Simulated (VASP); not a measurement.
**Ni: single point with revPBE**

Ni:

```
CELL_PARAMETERS angstrom
0.00000 1.73757 1.73757
1.73757 0.00000 1.73757
1.73757 1.73757 0.00000
ATOMIC_POSITIONS crystal
Ni 0.00000 0.00000 0.00000
```

```
Program                : VASP 6.6.1
Task                   : single point
Functional             : revPBE
Potentials or basis    : VASP PAW PBE potentials, release 64 (Ni)
Cutoff                 : 520 eV
k mesh                 : 16 × 16 × 16
Occupations            : gaussian, width 0.025 eV
Spin                   : non-collinear spin, typed start
Starting moments       : [[0.577, 0.577, 0.577]] μB
Dipole correction      : no
Further INCAR settings : ALGO = Fast; EDIFF = 1e-06; NBANDS = 21
```

The pressure is 12.0 GPa and the band gap on the k mesh is zero (bands 10 and 11 overlap by 1.48 eV). The net moment is 0.59 μB per cell. The valence electrons inside the program's atomic spheres are Ni 9.37.

Levels at points of the mesh, in eV from the Fermi level:
| k point | band 8 | band 9 | band 10 | band 11 | band 12 | band 13 |
| --- | --- | --- | --- | --- | --- | --- |
| (0.00, 0.00, 0.00) | -1.79 | -1.29 | -1.29 | -0.74 | -0.74 | 23.81 |
| (0.50, 0.00, 0.00) | -0.60 | -0.45 | -0.37 | 0.13 | 0.13 | 5.93 |
| (0.50, 0.50, 0.50) | -0.60 | -0.46 | -0.37 | 0.13 | 0.13 | 5.93 |
| (0.50, 0.50, 0.00) | 0.03 | 0.39 | 0.39 | 2.41 | 2.47 | 9.55 |

Moments on the atoms (μB; x, y, z):
```
Ni  0.35 0.35 0.35
```

It took 21 min on 1 thread of Intel Xeon 8259CL, with other jobs on the host, peak memory 0.33 GiB.

Caveat: the cell stands under pressure; the PAW data sets were made with another functional, which shifts forces and pressure a little.
